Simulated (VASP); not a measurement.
# BeSi (I-4m2) in VASP: notebook, part 2 of 2

VASP 6.6.1. Earlier steps stand in the parts before.

## (3) Single point, PBE

This run uses another cell than the first one, of 12.93 Å³/atom.

INCAR

```
SYSTEM = BeSi
PREC = Accurate ; ENCUT = 520
EDIFF = 1E-7 ; ISMEAR = 0
SIGMA = 0.1 ; LREAL = .False.
LASPH = .True. ; NELM = 100
ALGO = Normal ; ISIF = 2
LWAVE = .False. ; LCHARG = .False.
GGA = PE ; NBANDS = 14
```

KPOINTS

```
Automatic mesh
0
Gamma
  16 16 16
  0 0 0
```

POSCAR

```
BeSi
1.0
   -1.5722825638      1.5722825638      5.2315661560
    1.5722825638     -1.5722825638      5.2315661560
    1.5722825638      1.5722825638     -5.2315661560
Be Si
2 2
Direct
    0.0975232266      0.0975232266      0.0000000000
    0.9024767734      0.9024767734      0.0000000000
    0.5000000000      0.5000000000      0.0000000000
    0.7500000000      0.2500000000      0.5000000000
```

Potentials or basis: VASP PAW PBE potentials, release 64 (Be, Si).

The run is started by

```console
> cat potpaw_PBE.64/Be/POTCAR potpaw_PBE.64/Si/POTCAR > POTCAR
> mpirun -np 1 vasp_std > vasp.out
```

OUTCAR:

```text
SYSTEM = BeSi
   PREC = Accurate
   ENCUT = 520
   EDIFF = 1E-7
   ISMEAR = 0
   LREAL = .False.
   LASPH = .True.
   NELM = 100
   ISIF = 2
   GGA = PE

 ion  position               nearest neighbor table
   1  0.098  0.098  0.000-   2 2.04   4 2.24   4 2.24   3 2.45   3 2.45   3 2.45   3 2.45
   2  0.902  0.902  0.000-   1 2.04   4 2.24   4 2.24   3 2.45   3 2.45   3 2.45   3 2.45
   3  0.500  0.500  0.000-   1 2.45   1 2.45   1 2.45   2 2.45   1 2.45   2 2.45   2 2.45   2 2.45
                             4 3.05   4 3.05   4 3.05   4 3.05
   4  0.750  0.250  0.500-   2 2.24   1 2.24   2 2.24   1 2.24   3 3.05   3 3.05   3 3.05   3 3.05

  LATTYP: Found a body centered tetragonal cell.
 ALAT       =     3.1445651276
 C/A-ratio  =     3.3273702046

  Lattice vectors:

 A1 = (  -1.5722825638,   1.5722825638,   5.2315661560)
 A2 = (   1.5722825638,  -1.5722825638,   5.2315661560)
 A3 = (   1.5722825638,   1.5722825638,  -5.2315661560)

Analysis of symmetry for initial positions (statically):
=====================================================================
 Subroutine PRICEL returns:
 Original cell was already a primitive cell.

 Routine SETGRP: Setting up the symmetry group for a
 body centered tetragonal supercell.
[... 184 lines left out ...]
      5       7.3445      0.00001
      6       8.9592      0.00000
      7       8.9592      0.00000
      8       9.9199      0.00000
      9      11.1202      0.00000
     10      11.4330      0.00000
     11      13.7116      0.00000
     12      14.7826      0.00000
     13      16.3788      0.00000
     14      17.0414      0.00000
[... 377 lines left out ...]
      1      -5.0847      2.00000
      2      -0.9864      2.00000
      3       0.8250      2.00000
      4       6.7799      1.99974
      5       6.9534      1.76761
      6       8.1080      0.00000
      7       8.4640      0.00000
      8      10.8302      0.00000
      9      11.6705      0.00000
     10      12.1785      0.00000
     11      14.3369      0.00000
     12      14.8293      0.00000
     13      16.3538      0.00000
     14      16.5718      0.00000

 [... further k-points ...]
[... 5 lines left out ...]
  --------------------------------------------------------------------------------------
  -------------------------------------------------------------------------------------
  Total        0.0011050      0.0011050      0.0157381      0.0000000     -0.0000000      0.0000000
  in kB        0.0342236      0.0342236      0.4874286      0.0000000     -0.0000000      0.0000000
  external PRESSURE =       0.1852919 kB  Pullay stress =       0.0000000 kB

 VOLUME and BASIS-vectors are now :
 -----------------------------------------------------------------------------
  energy-cutoff  :      520.00
  volume of cell :       51.73
      direct lattice vectors                 reciprocal lattice vectors
    -1.572282564  1.572282564  5.231566156     0.000000000  0.318008996  0.095573674
     1.572282564 -1.572282564  5.231566156     0.318008996  0.000000000  0.095573674
     1.572282564  1.572282564 -5.231566156     0.318008996  0.318008996  0.000000000

 POSITION                                       TOTAL-FORCE (eV/Angst)
 -----------------------------------------------------------------------------------
      0.00000      0.00000      1.02040        -0.000000      0.000000      0.006110
      0.00000      0.00000      9.44273        -0.000000      0.000000     -0.006110
      0.00000      0.00000      5.23157         0.000000     -0.000000     -0.000000
      0.00000      1.57228      2.61578         0.000000     -0.000000     -0.000000
 -----------------------------------------------------------------------------------
    total drift:                                0.000000     -0.000000     -0.000000

  FREE ENERGIE OF THE ION-ELECTRON SYSTEM (eV)
  ---------------------------------------------------
  free  energy   TOTEN  =       -16.4418261737 eV

  energy  without entropy=      -16.4350331828  energy(sigma->0) =      -16.43842968
```

OSZICAR:

```text
N       E                     dE             d eps       ncg     rms          rms(c)
DAV:   1     0.936248222726E+01    0.93625E+01   -0.46719E+03  9772   0.711E+02
DAV:   2    -0.160671483143E+02   -0.25430E+02   -0.23625E+02 12610   0.109E+02
DAV:   3    -0.169686773878E+02   -0.90153E+00   -0.89058E+00 13578   0.178E+01
DAV:   4    -0.169760761005E+02   -0.73987E-02   -0.73957E-02 12094   0.205E+00
DAV:   5    -0.169761731685E+02   -0.97068E-04   -0.97066E-04 13942   0.226E-01    0.469E+00
DAV:   6    -0.165093678211E+02    0.46681E+00   -0.66682E-01 12574   0.400E+00    0.247E+00
DAV:   7    -0.164439719995E+02    0.65396E-01   -0.26471E-01 13374   0.254E+00    0.634E-01
DAV:   8    -0.164423693459E+02    0.16027E-02   -0.89257E-03 12234   0.595E-01    0.244E-01
DAV:   9    -0.164418083554E+02    0.56099E-03   -0.84907E-04 13320   0.156E-01    0.566E-02
DAV:  10    -0.164418275689E+02   -0.19214E-04   -0.68428E-05 12274   0.506E-02    0.223E-02
DAV:  11    -0.164418262642E+02    0.13047E-05   -0.12809E-05 12906   0.175E-02    0.421E-03
DAV:  12    -0.164418261608E+02    0.10343E-06   -0.91159E-07 12638   0.543E-03    0.143E-03
DAV:  13    -0.164418261737E+02   -0.12960E-07   -0.12474E-07  9356   0.205E-03
   1 F= -.16441826E+02 E0= -.16438430E+02  d E =-.679299E-02
```

Run time: 5.8 min. Hardware: 1 thread of AMD EPYC 9R14 (Zen 4), shared host; peak memory 0.37 GiB.

Results:

```yaml
Free_energy: -16.4418 eV
Pressure: 0.0 GPa
Largest_force: 0.006 eV/Å
Band_gap_on_the_k_mesh: zero (bands 6 and 7 overlap by 4.96 eV)
```

Forces on the atoms (eV/Å):
```
Be   0.000  0.000  0.006
Be   0.000  0.000 -0.006
Si   0.000  0.000  0.000
Si   0.000  0.000  0.000
```

## (4) Single point, PBE

This run uses another cell than the first one, of 12.92 Å³/atom.

INCAR

```
SYSTEM = BeSi
PREC = Accurate
ENCUT = 520
EDIFF = 1E-6
ISMEAR = 0
SIGMA = 0.1
LREAL = .FALSE.
LASPH = .TRUE.
NELM = 100
ALGO = Normal
ISIF = 2
LWAVE = .FALSE.
LCHARG = .TRUE.
GGA = PE
LELF = .TRUE.
LVHAR = .TRUE.
NBANDS = 14
```

KPOINTS

```
regular mesh
0
G
  20 20 20
  0 0 0
```

POSCAR

```
BeSi
1.0
   -1.5709473341      1.5709473341      5.2365325793
    1.5709473341     -1.5709473341      5.2365325793
    1.5709473341      1.5709473341     -5.2365325793
Be Si
2 2
Direct
    0.0975484877      0.0975484877      0.0000000000
    0.9024515123      0.9024515123      0.0000000000
    0.5000000000      0.5000000000      0.0000000000
    0.7500000000      0.2500000000      0.5000000000
```

Potentials or basis: VASP PAW PBE potentials, release 64 (Be, Si).

The run is started by

```console
> cat potpaw_PBE.64/Be/POTCAR potpaw_PBE.64/Si/POTCAR > POTCAR
> mpirun -np 1 vasp_std > vasp.out
```

OUTCAR:

```text
SYSTEM = BeSi
   PREC = Accurate
   ENCUT = 520
   EDIFF = 1E-6
   ISMEAR = 0
   LREAL = .FALSE.
   LASPH = .TRUE.
   NELM = 100
   ISIF = 2
   GGA = PE

 ion  position               nearest neighbor table
   1  0.098  0.098  0.000-   2 2.04   4 2.24   4 2.24   3 2.45   3 2.45   3 2.45   3 2.45
   2  0.902  0.902  0.000-   1 2.04   4 2.24   4 2.24   3 2.45   3 2.45   3 2.45   3 2.45
   3  0.500  0.500  0.000-   1 2.45   1 2.45   1 2.45   2 2.45   1 2.45   2 2.45   2 2.45   2 2.45
                             4 3.05   4 3.05   4 3.05   4 3.05
   4  0.750  0.250  0.500-   2 2.24   1 2.24   2 2.24   1 2.24   3 3.05   3 3.05   3 3.05   3 3.05

  LATTYP: Found a body centered tetragonal cell.
 ALAT       =     3.1418946682
 C/A-ratio  =     3.3333597286

  Lattice vectors:

 A1 = (  -1.5709473341,   1.5709473341,   5.2365325793)
 A2 = (   1.5709473341,  -1.5709473341,   5.2365325793)
 A3 = (   1.5709473341,   1.5709473341,  -5.2365325793)

Analysis of symmetry for initial positions (statically):
=====================================================================
 Subroutine PRICEL returns:
 Original cell was already a primitive cell.

 Routine SETGRP: Setting up the symmetry group for a
 body centered tetragonal supercell.

 Subroutine GETGRP returns: Found  8 space group operations
 (whereof  8 operations were pure point group operations)
 out of a pool of 16 trial point group operations.

The static configuration has the point symmetry D_2d.

Analysis of symmetry for dynamics (positions and initial velocities):
=====================================================================
 Subroutine PRICEL returns:
 Original cell was already a primitive cell.

 Routine SETGRP: Setting up the symmetry group for a
 body centered tetragonal supercell.

 Subroutine GETGRP returns: Found  8 space group operations
 (whereof  8 operations were pure point group operations)
 out of a pool of 16 trial point group operations.

The dynamic configuration has the point symmetry D_2d.

 Subroutine INISYM returns: Found  8 space group operations
 (whereof  8 operations are pure point group operations),
 and found     1 'primitive' translations
[... 127 lines left out ...]
   IVDW    =     0    specifies the selected vdW correction
   LEPSILON=     F    determine dielectric tensor
   LRPA    =     F    only Hartree local field effects (RPA)
 non-spin polarized calculation
 Gauss-broadening in eV      SIGMA  =   0.10
  energy-cutoff  :      520.00
  volume of cell :       51.69
 maximum number of plane-waves:      1416
   NGX = 21   NGY = 21   NGZ = 21

 number of electron      12.0000000 magnetization

 Free energy of the ion-electron system (eV)
  ---------------------------------------------------
  ext. energy  EPLUGINS =         0.00000000
  ---------------------------------------------------
  free energy    TOTEN  =       -16.44538419 eV

  energy without entropy =      -16.43991781  energy(sigma->0) =      -16.44265100

 E-fermi :   7.0807     XC(G=0): -10.3283

 val. band max:        7.0796338525   @ k =  -0.1500   0.1500   0.0000
 cond. band min:       7.0815072595   @ k =  -0.1500  -0.2000   0.0500
 fundamental gap:      0.0018734070
 Fermi energy:         7.0807238259

 k-point     1 :       0.0000    0.0000    0.0000
  band No.  band energies     occupation
      1      -5.1850      2.00000
      2      -1.0960      2.00000
      3       0.7361      2.00000
      4       7.3610      0.00007
      5       7.3610      0.00007
      6       8.9831      0.00000
      7       8.9831      0.00000
      8       9.9259      0.00000
      9      11.1437      0.00000
     10      11.4464      0.00000
     11      13.7341      0.00000
     12      14.7696      0.00000
     13      16.3683      0.00000
     14      17.0457      0.00000
[... 377 lines left out ...]
      1      -3.5121      2.00000
      2      -0.3633      2.00000
      3       1.5106      2.00000
      4       2.6400      2.00000
      5       3.8105      2.00000
      6       8.3907      0.00000
      7       9.4719      0.00000
      8      10.2530      0.00000
      9      12.2358      0.00000
     10      12.6838      0.00000
     11      13.2144      0.00000
     12      14.4139      0.00000
     13      15.4252      0.00000
     14      16.0188      0.00000

 [... further k-points ...]
[... 5 lines left out ...]
  --------------------------------------------------------------------------------------
  -------------------------------------------------------------------------------------
  Total       -0.0015263     -0.0015263      0.0288802      0.0000000     -0.0000000      0.0000000
  in kB       -0.0473071     -0.0473071      0.8951236      0.0000000     -0.0000000      0.0000000
  external PRESSURE =       0.2668365 kB  Pullay stress =       0.0000000 kB

 VOLUME and BASIS-vectors are now :
 -----------------------------------------------------------------------------
  energy-cutoff  :      520.00
  volume of cell :       51.69
      direct lattice vectors                 reciprocal lattice vectors
    -1.570947334  1.570947334  5.236532579     0.000000000  0.318279289  0.095483031
     1.570947334 -1.570947334  5.236532579     0.318279289  0.000000000  0.095483031
     1.570947334  1.570947334 -5.236532579     0.318279289  0.318279289  0.000000000

 POSITION                                       TOTAL-FORCE (eV/Angst)
 -----------------------------------------------------------------------------------
      0.00000      0.00000      1.02163        -0.000000      0.000000      0.008264
      0.00000      0.00000      9.45143        -0.000000      0.000000     -0.008264
      0.00000      0.00000      5.23653         0.000000     -0.000000     -0.000000
     -0.00000      1.57095      2.61827         0.000000     -0.000000     -0.000000
 -----------------------------------------------------------------------------------
    total drift:                                0.000000     -0.000000     -0.000000

  FREE ENERGIE OF THE ION-ELECTRON SYSTEM (eV)
  ---------------------------------------------------
  free  energy   TOTEN  =       -16.4453841921 eV

  energy  without entropy=      -16.4399178139  energy(sigma->0) =      -16.44265100
```

OSZICAR:

```text
N       E                     dE             d eps       ncg     rms          rms(c)
DAV:   1     0.954003818961E+01    0.95400E+01   -0.46705E+03 17948   0.711E+02
DAV:   2    -0.160644515340E+02   -0.25604E+02   -0.23790E+02 23180   0.109E+02
DAV:   3    -0.169661744008E+02   -0.90172E+00   -0.89273E+00 25082   0.179E+01
DAV:   4    -0.169735199013E+02   -0.73455E-02   -0.73423E-02 22022   0.203E+00
DAV:   5    -0.169736170011E+02   -0.97100E-04   -0.97097E-04 25606   0.224E-01    0.468E+00
DAV:   6    -0.165133952107E+02    0.46022E+00   -0.65614E-01 23228   0.397E+00    0.247E+00
DAV:   7    -0.164475237404E+02    0.65871E-01   -0.26043E-01 24616   0.253E+00    0.633E-01
DAV:   8    -0.164459384258E+02    0.15853E-02   -0.88213E-03 22524   0.593E-01    0.244E-01
DAV:   9    -0.164453664295E+02    0.57200E-03   -0.87013E-04 24274   0.157E-01    0.573E-02
DAV:  10    -0.164453853153E+02   -0.18886E-04   -0.64092E-05 22738   0.496E-02    0.224E-02
DAV:  11    -0.164453842387E+02    0.10766E-05   -0.11163E-05 23802   0.164E-02    0.390E-03
DAV:  12    -0.164453841921E+02    0.46626E-07   -0.69000E-07 15760   0.484E-03
   1 F= -.16445384E+02 E0= -.16442651E+02  d E =-.546638E-02
```

stdout:

```text
POSCAR found type information on POSCAR BeSi
 POSCAR found :  2 types and       4 ions
 scaLAPACK will be used
 LDA part: xc-table for (Slater+PW92), standard interpolation
 POSCAR, INCAR and KPOINTS ok, starting setup
 FFT: planning ... GRIDC
 FFT: planning ... GRID_SOFT
 FFT: planning ... GRID
 WAVECAR not read
 entering main loop
```

It took 10 min on 1 thread of AMD EPYC 9R14 (Zen 4), shared host; peak memory 0.53 GiB.

What came out:

```yaml
Free_energy: -16.4454 eV
Pressure: 0.0 GPa
Largest_force: 0.008 eV/Å
Band_gap_on_the_k_mesh: zero (bands 6 and 7 overlap by 4.82 eV)
```

Forces on the atoms (eV/Å):
```
Be   0.000  0.000  0.008
Be   0.000  0.000 -0.008
Si   0.000  0.000  0.000
Si   0.000  0.000  0.000
```

Stress tensor (GPa, compression positive):
```
0.00 0.00 0.00
0.00 0.00 0.00
0.00 0.00 0.09
```

Levels at points of the mesh, in eV from the Fermi level:
| k point | band 3 | band 4 | band 5 | band 6 | band 7 | band 8 | band 9 | band 10 |
| --- | --- | --- | --- | --- | --- | --- | --- | --- |
| (0.00, 0.00, 0.00) | -6.34 | 0.28 | 0.28 | 1.90 | 1.90 | 2.85 | 4.06 | 4.37 |
| (0.50, 0.00, 0.00) | -6.29 | -5.14 | -2.24 | 0.44 | 2.49 | 3.80 | 5.04 | 5.32 |
| (0.50, 0.50, 0.00) | -5.35 | -3.47 | -3.43 | -3.30 | -1.73 | -0.82 | 0.56 | 1.45 |
| (0.50, 0.50, 0.50) | -2.23 | -0.62 | -0.32 | -0.32 | 3.73 | 3.81 | 4.52 | 4.52 |

## (5) Relaxation of cell and atoms, PBE

This run uses another cell than the first one, of 14.93 Å³/atom.

INCAR

```
ALGO     = Normal         # electronic algorithm
EDIFF    = 1E-7           # SCF threshold, eV
EDIFFG   = -0.01          # ionic threshold
ENCUT    = 600            # plane-wave cutoff, eV
GGA      = PE             # functional
IBRION   = 2              # ionic algorithm
ISIF     = 3              # what is computed and relaxed
ISMEAR   = 0              # smearing method
LASPH    = T              # aspherical terms in the spheres
LCHARG   = F              # write CHGCAR
LREAL    = F              # projectors in reciprocal space
LWAVE    = F              # write WAVECAR
NELM     = 100            # most SCF steps
NSW      = 100            # ionic steps
PREC     = Accurate       # precision mode
SIGMA    = 0.1            # smearing width, eV
```

KPOINTS

```
k-points
0
Gamma
  16 16 16
```

POSCAR

```
BeSi
1.0
   -2.0374034797      2.0374034797      3.5958747645
    2.0374034797     -2.0374034797      3.5958747645
    2.0374034797      2.0374034797     -3.5958747645
Be Si
2 2
Direct
    0.1442798842      0.1442798842      0.0000000000
    0.8557201158      0.8557201158      0.0000000000
    0.5000000000      0.5000000000      0.0000000000
    0.7500000000      0.2500000000      0.5000000000
```

The run is started by

```console
> cat potpaw_PBE.64/Be/POTCAR potpaw_PBE.64/Si/POTCAR > POTCAR
> mpirun -np 1 vasp_std > vasp.out
```

It took 57 min on 1 thread of AMD EPYC 9R14 (Zen 4), shared host; peak memory 0.43 GiB.

It converged, with:

```
Free energy                           : -16.4398 eV
Relaxed volume                        : 12.94 Å³/atom
Relaxed cell                          : a = 5.684 Å, b = 5.684 Å, c = 5.684 Å, α = 147.87°, β = 147.87°, γ = 46.08°
Space group after relaxing (to 0.1 Å) : I-4m2 (No. 119)
Pressure after relaxing               : 0.0 GPa
Largest force after relaxing          : 0.005 eV/Å
Band gap on the k mesh                : zero (bands 6 and 7 overlap by 4.96 eV)
```

Forces on the atoms (eV/Å):
```
Be   0.000  0.000 -0.005
Be   0.000  0.000  0.005
Si   0.000  0.000  0.000
Si   0.000  0.000  0.000
```

Final structure:
```
Be Si
1.0
    -1.57309    1.57309    5.23031
     1.57309   -1.57309    5.23031
     1.57309    1.57309   -5.23031
Be Si
2 2
Direct
  0.09760 0.09760 0.00000
  0.90240 0.90240 0.00000
  0.50000 0.50000 0.00000
  0.75000 0.25000 0.50000
```

Levels at points of the mesh, in eV from the Fermi level:
```
           k point  band 4  band 5  band 6  band 7  band 8  band 9
(0.00, 0.00, 0.00)    0.31    0.31    1.91    1.91    2.88    4.08
(0.50, 0.00, 0.00)   -5.10   -2.19    0.49    2.50    3.82    5.08
(0.50, 0.50, 0.00)   -3.43   -3.40   -3.27   -1.68   -0.78    0.60
(0.50, 0.50, 0.50)   -0.55   -0.30   -0.30    3.73    3.84    4.54
```

Caveat: a cell axis changed by over 15 % at a fixed basis, so the end point is rough.

## (6) Overview

| task | cell | k mesh | cutoff (eV) | gap on the mesh (eV) | pressure (GPa) | relaxed volume (Å³/atom) | largest force (eV/Å) |
| --- | --- | --- | --- | --- | --- | --- | --- |
| relaxation of cell and atoms | relaxed from a = 4.167 Å, angles 123.6, 123.6, 83.9°, 4 atoms, atomic positions A | 6 × 6 × 6 | 600 | none | -0.1 | 14.93 | 0.02 |
| single point | a = 5.684 Å, angles 147.9, 147.9, 46.1°, 4 atoms, atomic positions B | 16 × 16 × 16 | 520 | none | 0.0 | - | 0.01 |
| single point | a = 5.688 Å, angles 147.9, 147.9, 46.0°, 4 atoms, atomic positions B | 20 × 20 × 20 | 520 | none | 0.0 | - | 0.01 |
| relaxation of cell and atoms | relaxed from a = 4.608 Å, angles 127.5, 127.5, 77.4°, 4 atoms, atomic positions C | 16 × 16 × 16 | 600 | none | 0.0 | 12.94 | - |

Alike in all rows: level PBE; potentials or basis VASP PAW PBE potentials, release 64 (Be, Si); no spin polarisation; smearing gaussian 0.1 eV.

Caveats: the volume moved by over 15 % at a fixed basis, so the end points are rough (at least some runs); a cell axis changed by over 15 % at a fixed basis, so the end point is rough (at least some runs).

Absolute energies hang on the potentials; compare differences alone.

The gap in the log of VASP goes by the Fermi energy; the results here count the filled bands.